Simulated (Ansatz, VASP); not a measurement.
# One calculation of ZnPtC6N6, two programs

```xyz
14
Lattice="0.0000 5.2593 5.2593 5.2593 0.0000 5.2593 5.2593 5.2593 0.0000" Properties=species:S:1:pos:R:3 pbc="T T T"
Zn    5.2593    5.2593    5.2593
Pt    0.0000    0.0000    0.0000
C     5.2593    5.2593    2.0012
C     5.2593    5.2593    8.5174
C     2.0012    5.2593    5.2593
C     8.5174    5.2593    5.2593
C     5.2593    2.0012    5.2593
C     5.2593    8.5174    5.2593
N     5.2593    5.2593    3.1571
N     5.2593    5.2593    7.3615
N     3.1571    5.2593    5.2593
N     7.3615    5.2593    5.2593
N     5.2593    3.1571    5.2593
N     5.2593    7.3615    5.2593
```

Alike in both runs: functional PBE; k mesh 6 × 6 × 6; occupations fermi-dirac, width 0.05 eV; no spin polarisation.

Ansatz relaxed the structure, and its values are those at the end. VASP's run is a single point on that final structure, the one shown.

```csv
,VASP,Ansatz
version,VASP 6.6.1,Ansatz 0.2.0
potentials or method,"VASP PAW PBE potentials, release 64 (Zn, Pt_sv_GW, C, N)","plane-wave PAW, scalar-relativistic"
plane-wave cutoff (eV),700,420
valence electrons in the cell,84,84
```

|  | VASP | Ansatz | Ansatz less VASP |
| --- | --- | --- | --- |
| gap on the k mesh at the Fermi level (eV) | 5.00 | 5.04 | +0.041 |
| pressure (GPa) | 2.6 | 2.2 | -0.35 |
| rms of the force components (eV/Å) | 0.228 | 0.001 | -0.2278 |

One of these differences is far larger than is usual between the two programs; its cause wasn't traced. The functional is the same, so the differences come from potentials, cutoffs and numerics. Ansatz's warnings: stress scf threshold loose.

Neither program's run includes spin-orbit coupling. Noted on VASP's run: the standard files for N, O and F lose accuracy on very short bonds.
